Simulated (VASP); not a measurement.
A run of VASP 6.6.1:

Contents of INCAR:

```
SYSTEM = Si
ALGO = Normal
EDIFF = 1E-6
ENCUT = 500
GGA = PE
GGA_COMPAT = .False.
ISIF = 2
ISMEAR = 0
LASPH = .True.
LCHARG = .False.
LREAL = .False.
LWAVE = .False.
NBANDS = 11
NELM = 120
PREC = Accurate
SIGMA = 0.02
```

The input KPOINTS:

```
k-points
0
Gamma
  10 10 10
  0 0 0
```

The input POSCAR:

```
Si
1.0
    0.0000000000      2.7176467021      2.7176467021
    2.7176467021      0.0000000000      2.7176467021
    2.7176467021      2.7176467021      0.0000000000
Si
2
Direct
    0.0000000000      0.0000000000      0.0000000000
    0.2500000000      0.2500000000      0.2500000000
```

Potentials or basis: VASP PAW PBE potentials, release 64 (Si).

Command:

```sh
$ cat potpaw_PBE.64/Si/POTCAR > POTCAR
$ mpirun -np 1 vasp_std > vasp.out
```

Hardware: 1 thread of AMD EPYC 9R45 96-Core Processor (Zen 5), with other jobs on the host.

**Question.** How long does it take, and how much memory?

**Answer.** Run time: 9.3 s on 1 thread of AMD EPYC 9R45 96-Core Processor (Zen 5) (shared host), peak memory 0.12 GiB. Counts: scf iterations 11, k points 47.
